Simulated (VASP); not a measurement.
A run of VASP 6.6.1:

Contents of INCAR:

```
  PREC = Accurate
  ENCUT = 820
  EDIFF = 1E-6
  ISMEAR = 0
  SIGMA = 0.016
  LREAL = F
  LASPH = T
  NELM = 120
  ALGO = Normal
  ISIF = 2
  LWAVE = F
  LCHARG = F
  GGA = PE
  NBANDS = 26
  GGA_COMPAT = F
```

Contents of KPOINTS:

```
Automatic mesh
0
Gamma
  12 12 7
```

POSCAR

```
Cu
1.0
    2.5340966698      0.0000000000      0.0000000000
   -1.2670483349      2.1945920917      0.0000000000
    0.0000000000      0.0000000000      4.1125710000
Cu
2
Direct
    0.6666666667      0.3333333333      0.7500000000
    0.3333333333      0.6666666667      0.2500000000
```

Potentials or basis: VASP PAW PBE potentials, release 64 (Cu_sv_GW).

The run is started by

```console
$ cat potpaw_PBE.64/Cu_sv_GW/POTCAR > POTCAR
$ mpirun -np 1 vasp_std > vasp.out
```

Hardware: 1 thread of Intel(R) Xeon(R) 6975P-C (Granite Rapids) (shared host).

Task: Estimate the wall time of this run.

Result: Run time: 32 s on 1 thread of Intel(R) Xeon(R) 6975P-C (Granite Rapids), on a shared host, peak memory 0.23 GiB. Counts: scf iterations 12, k points 76.
